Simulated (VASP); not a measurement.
Sc:

```
CELL_PARAMETERS angstrom
1.84000 1.84000 1.84000
-1.84000 1.84000 1.84000
-1.84000 -1.84000 1.84000
ATOMIC_POSITIONS crystal
Sc 0.00000 0.00000 0.00000
```

| Property | Result |
| --- | --- |
| Program | VASP 6.6.1 |
| Task | relaxation of cell and atoms |
| Functional | PBEsol |
| Potentials or basis | VASP PAW PBE potentials, release 64 (Sc_sv) |
| Cutoff | 600 eV |
| k mesh | 9 × 9 × 9 |
| Occupations | gaussian, width 0.05 eV |
| Spin | no spin polarisation |

At the start: pressure -2.2 GPa; volume 24.92 Å³/atom.

Where does the relaxation end?

Over 3 steps the energy falls by 6.9 meV/atom and the volume is 23.95 Å³/atom (-3.9 %); space group Im-3m (No. 229, to 0.05 Å).

The path:
```
step  energy change (eV)  largest force (eV/Å)  pressure (GPa)  volume (Å³)
   1              0.0000                0.0000           -2.18        24.92
   2             -0.0064                0.0000            0.60        23.71
   3             -0.0069                0.0000            0.02        23.95
```

Final structure:
```cif
data_structure
_symmetry_space_group_name_H-M 'P 1'
_symmetry_Int_Tables_number 1
_cell_length_a 3.1450
_cell_length_b 3.1450
_cell_length_c 3.1450
_cell_angle_alpha 70.529
_cell_angle_beta 109.471
_cell_angle_gamma 70.529
_cell_volume 23.95
loop_
_atom_site_label
_atom_site_type_symbol
_atom_site_fract_x
_atom_site_fract_y
_atom_site_fract_z
_atom_site_occupancy
Sc1 Sc 0.00000 0.00000 0.00000 1
```

Caveat: the PAW data sets were made with another functional, which shifts forces and pressure a little.
